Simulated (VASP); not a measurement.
# TiO2 (P4_2/mnm) in VASP: further runs, part 2 of 2

VASP 6.6.1.

### Step 5. Single point, r2SCAN (uniaxial z strain +1.0%)

Input file POSCAR:

```
TiO2
1.0
    4.5968534940      0.0000000000      0.0000000000
    0.0000000000      4.5968534940      0.0000000000
    0.0000000000      0.0000000000      2.9830261793
Ti O
2 4
Direct
    0.0000000000      0.0000000000      0.0000000000
    0.5000000000      0.5000000000      0.5000000000
    0.3049811633      0.3049811633      0.0000000000
    0.1950188367      0.8049811633      0.5000000000
    0.8049811633      0.1950188367      0.5000000000
    0.6950188367      0.6950188367      0.0000000000
```

Input file INCAR.step1:

```
SYSTEM = TiO2
PREC = Accurate ; ENCUT = 520
ISMEAR = 0 ; SIGMA = 0.01
LREAL = .False. ; LASPH = .True.
NELM = 80 ; NBANDS = 33
GGA = PE ; ALGO = Normal
EDIFF = 1E-4 ; LWAVE = .True.
LCHARG = .False.
```

Input file INCAR.step2:

```
SYSTEM = TiO2
PREC = Accurate ; ENCUT = 520
EDIFF = 1E-6 ; ISMEAR = 0
SIGMA = 0.01 ; LREAL = .False.
LASPH = .True. ; NELM = 80
ALGO = Normal ; ISIF = 2
LWAVE = .False. ; LCHARG = .True.
METAGGA = R2SCAN ; LMIXTAU = .True.
LELF = .True. ; LVHAR = .True.
NBANDS = 33 ; ISTART = 1
```

Input file KPOINTS:

```
Automatic mesh
0
Gamma
  6 6 8
  0 0 0
```

Potentials or basis: VASP PAW PBE potentials, release 64 (Ti_sv, O).

The run is started by

```
cat potpaw_PBE.64/Ti_sv/POTCAR potpaw_PBE.64/O/POTCAR > POTCAR
cp INCAR.step1 INCAR
mpirun -np 1 vasp_std > vasp.out
cp INCAR.step2 INCAR
mpirun -np 1 vasp_std > vasp.out
```

OUTCAR:

```text
SYSTEM = TiO2
   PREC = Accurate
   ENCUT = 520
   EDIFF = 1E-6
   ISMEAR = 0
   LREAL = .False.
   LASPH = .True.
   NELM = 80
   ISIF = 2
   METAGGA = R2SCAN
   ISTART = 1

 ion  position               nearest neighbor table
   1  0.000  0.000  0.000-   4 1.96   5 1.96   4 1.96   5 1.96   3 1.98   6 1.98
   2  0.500  0.500  0.500-   3 1.96   6 1.96   3 1.96   6 1.96   5 1.98   4 1.98
   3  0.305  0.305  0.000-   2 1.96   2 1.96   1 1.98
   4  0.195  0.805  0.500-   1 1.96   1 1.96   2 1.98
   5  0.805  0.195  0.500-   1 1.96   1 1.96   2 1.98
   6  0.695  0.695  0.000-   2 1.96   2 1.96   1 1.98

  LATTYP: Found a simple tetragonal cell.
 ALAT       =     4.5968534940
 C/A-ratio  =     0.6489278336

  Lattice vectors:

 A1 = (   4.5968534940,   0.0000000000,   0.0000000000)
 A2 = (   0.0000000000,   4.5968534940,   0.0000000000)
 A3 = (   0.0000000000,   0.0000000000,   2.9830261793)

Analysis of symmetry for initial positions (statically):
=====================================================================
 Subroutine PRICEL returns:
[... 185 lines left out ...]
 cond. band min:       6.6668676298   @ k =   0.0000   0.0000   0.0000
 fundamental gap:      2.2001280027
 Fermi energy:         4.6931033215

 k-point     1 :       0.0000    0.0000    0.0000
  band No.  band energies     occupation
      1     -54.7406      2.00000
      2     -54.7234      2.00000
      3     -29.9964      2.00000
      4     -29.9964      2.00000
      5     -29.8252      2.00000
      6     -29.8252      2.00000
[... 853 lines left out ...]
     32       9.8227      0.00000
     33      11.3554      0.00000

 [... further k-points ...]

------------------------ aborting loop because EDIFF is reached ----------------------------------------

  FORCE on cell =-STRESS in cart. coord.  units (eV):
  Direction    XX          YY          ZZ          XY          YZ          ZX
  --------------------------------------------------------------------------------------
  -------------------------------------------------------------------------------------
  Total       -0.2444140     -0.2444140     -1.3020442     -0.0000000      0.0000000      0.0000000
  in kB       -6.2123847     -6.2123847    -33.0946610     -0.0000000      0.0000000      0.0000000
  external PRESSURE =     -15.1731435 kB  Pullay stress =       0.0000000 kB

 VOLUME and BASIS-vectors are now :
 -----------------------------------------------------------------------------
  energy-cutoff  :      520.00
  volume of cell :       63.03
      direct lattice vectors                 reciprocal lattice vectors
     4.596853494  0.000000000  0.000000000     0.217540107  0.000000000  0.000000000
     0.000000000  4.596853494  0.000000000     0.000000000  0.217540107  0.000000000
     0.000000000  0.000000000  2.983026179     0.000000000  0.000000000  0.335230045

 POSITION                                       TOTAL-FORCE (eV/Angst)
 -----------------------------------------------------------------------------------
      0.00000      0.00000      0.00000         0.000000      0.000000      0.000000
      2.29843      2.29843      1.49151         0.000000      0.000000      0.000000
      1.40195      1.40195      0.00000        -0.020894     -0.020894     -0.000000
      0.89647      3.70038      1.49151         0.020894     -0.020894     -0.000000
      3.70038      0.89647      1.49151        -0.020894      0.020894      0.000000
      3.19490      3.19490      0.00000         0.020894      0.020894      0.000000
 -----------------------------------------------------------------------------------
    total drift:                                0.000000      0.000000      0.000000

  FREE ENERGIE OF THE ION-ELECTRON SYSTEM (eV)
  ---------------------------------------------------
  free  energy   TOTEN  =       -69.7917761454 eV

  energy  without entropy=      -69.7917761454  energy(sigma->0) =      -69.79177615
```

OUTCAR.step1:

```text
SYSTEM = TiO2
   PREC = Accurate
   ENCUT = 520
   ISMEAR = 0
   LREAL = .False.
   LASPH = .True.
   NELM = 80
[... 1103 lines left out ...]
      0.89647      3.70038      1.49151         0.049674     -0.049674      0.000000
      3.70038      0.89647      1.49151        -0.049674      0.049674     -0.000000
      3.19490      3.19490      0.00000         0.049674      0.049674     -0.000000
 -----------------------------------------------------------------------------------
    total drift:                                0.000000      0.000000      0.000000

  FREE ENERGIE OF THE ION-ELECTRON SYSTEM (eV)
  ---------------------------------------------------
  free  energy   TOTEN  =       -53.6586918940 eV

  energy  without entropy=      -53.6586918940  energy(sigma->0) =      -53.65869189
```

Wall time 4.8 min (1 thread of Intel Xeon 6975P-C, shared host); peak memory 0.23 GiB.

What came out:

```yaml
Free_energy: -69.7918 eV
Pressure: -1.5 GPa
Largest_force: 0.030 eV/Å
Band_gap_on_the_k_mesh: 2.20 eV, direct
```

Forces on the atoms (eV/Å):
```
Ti   0.000  0.000  0.000
Ti   0.000  0.000  0.000
O   -0.021 -0.021  0.000
O    0.021 -0.021  0.000
O   -0.021  0.021  0.000
O    0.021  0.021  0.000
```

Levels at points of the mesh, in eV from the valence-band top:
```csv
k point,band 20,band 21,band 22,band 23,band 24,band 25,band 26,band 27,band 28,band 29
"(0.00, 0.00, 0.00)",-2.14,-0.80,-0.49,-0.49,0.00,2.20,2.54,2.71,2.80,2.80
"(0.50, 0.00, 0.00)",-3.12,-1.75,-1.75,-0.77,-0.77,2.88,2.88,3.33,3.33,3.86
"(0.50, 0.50, 0.00)",-2.17,-1.43,-1.43,-1.11,-1.11,2.24,2.24,2.83,2.83,4.11
"(0.00, 0.00, 0.50)",-2.82,-2.40,-2.40,-1.48,-1.48,3.28,3.28,3.45,3.45,3.99
"(0.50, 0.00, 0.50)",-2.48,-2.06,-2.06,-1.09,-1.09,2.25,2.25,3.48,3.48,4.22
"(0.50, 0.50, 0.50)",-2.79,-1.31,-1.31,-0.72,-0.72,2.91,2.91,3.50,3.50,3.55
```

Caveat: the cell differs from its parent crystal (uniaxial z strain +1.0%); the PAW data sets were made with another functional, which shifts forces and pressure a little.

### Step 6. Single point, r2SCAN (uniaxial z strain +2.0%)

Input file POSCAR:

```
TiO2
1.0
    4.5968534940      0.0000000000      0.0000000000
    0.0000000000      4.5968534940      0.0000000000
    0.0000000000      0.0000000000      3.0125610919
Ti O
2 4
Direct
    0.0000000000      0.0000000000      0.0000000000
    0.5000000000      0.5000000000      0.5000000000
    0.3052929150      0.3052929150      0.0000000000
    0.1947070850      0.8052929150      0.5000000000
    0.8052929150      0.1947070850      0.5000000000
    0.6947070850      0.6947070850      0.0000000000
```

Input file INCAR.step1:

```
  ALGO = Normal
  EDIFF = 1E-4
  ENCUT = 520
  GGA = PE
  ISMEAR = 0
  LASPH = T
  LCHARG = F
  LREAL = F
  LWAVE = T
  NBANDS = 33
  NELM = 60
  PREC = Accurate
  SIGMA = 0.01
```

Input file INCAR.step2:

```
  ALGO = Normal
  EDIFF = 1E-7
  ENCUT = 520
  ISIF = 2
  ISMEAR = 0
  ISTART = 1
  LASPH = T
  LCHARG = F
  LMIXTAU = T
  LREAL = F
  LWAVE = F
  METAGGA = R2SCAN
  NBANDS = 33
  NELM = 60
  PREC = Accurate
  SIGMA = 0.01
```

Input file KPOINTS:

```
k-points
0
Gamma
  6 6 8
```

Potentials or basis: VASP PAW PBE potentials, release 64 (Ti_sv, O).

The run is started by

```
cat potpaw_PBE.64/Ti_sv/POTCAR potpaw_PBE.64/O/POTCAR > POTCAR
cp INCAR.step1 INCAR
mpirun -np 1 vasp_std > vasp.out
cp INCAR.step2 INCAR
mpirun -np 1 vasp_std > vasp.out
```

Run time: 5.1 min. Hardware: 1 thread of Intel Xeon 6975P-C, shared host; peak memory 0.23 GiB.

The run converged. Its results:

```
Free energy            : -69.7704 eV
Pressure               : -4.2 GPa
Largest force          : 0.026 eV/Å
Band gap on the k mesh : 2.17 eV, direct
```

Forces in eV/Å, atoms in the order of the input:
```
Ti   0.000  0.000  0.000
Ti   0.000  0.000  0.000
O   -0.018 -0.018  0.000
O    0.018 -0.018  0.000
O   -0.018  0.018  0.000
O    0.018  0.018  0.000
```

Stress tensor (GPa, compression positive):
```
-2.23  0.00  0.00
 0.00 -2.23  0.00
 0.00  0.00 -8.09
```

Levels at points of the mesh, in eV from the valence-band top:
```tsv
k point	band 21	band 22	band 23	band 24	band 25	band 26	band 27	band 28
(0.00, 0.00, 0.00)	-0.83	-0.48	-0.48	0.00	2.17	2.52	2.64	2.73
(0.50, 0.00, 0.00)	-1.80	-1.80	-0.77	-0.77	2.84	2.84	3.26	3.26
(0.50, 0.50, 0.00)	-1.48	-1.48	-1.10	-1.10	2.22	2.22	2.75	2.75
(0.00, 0.00, 0.50)	-2.40	-2.40	-1.47	-1.47	3.23	3.23	3.31	3.31
(0.50, 0.00, 0.50)	-2.04	-2.04	-1.08	-1.08	2.22	2.22	3.35	3.35
(0.50, 0.50, 0.50)	-1.30	-1.30	-0.71	-0.71	2.86	2.86	3.36	3.36
```

Caveat: the cell differs from its parent crystal (uniaxial z strain +2.0%); the PAW data sets were made with another functional, which shifts forces and pressure a little. A k mesh can miss the band edges.

### Step 7. The runs side by side

| cell | gap on the mesh (eV) | pressure (GPa) | largest force (eV/Å) |
| --- | --- | --- | --- |
| a = 4.597, b = 4.597, c = 2.865 Å, 6 atoms | 2.29 | 10.6 | 0.05 |
| a = 4.597, b = 4.597, c = 2.894 Å, 6 atoms | 2.28 | 7.3 | 0.04 |
| a = 4.597, b = 4.597, c = 2.924 Å, 6 atoms | 2.25 | 4.2 | 0.04 |
| a = 4.597, b = 4.597, c = 2.983 Å, 6 atoms | 2.20 | -1.5 | 0.03 |
| a = 4.597, b = 4.597, c = 3.013 Å, 6 atoms | 2.17 | -4.2 | 0.03 |

Alike in all rows: task single point; level r2SCAN; potentials or basis VASP PAW PBE potentials, release 64 (Ti_sv, O); no spin polarisation; k mesh 6 × 6 × 8; cutoff (eV) 520; smearing gaussian 0.01 eV.

Caveats: the PAW data sets were made with another functional, which shifts forces and pressure a little.

Total energies depend on the potentials used, so only differences within one code and one set of settings carry meaning.
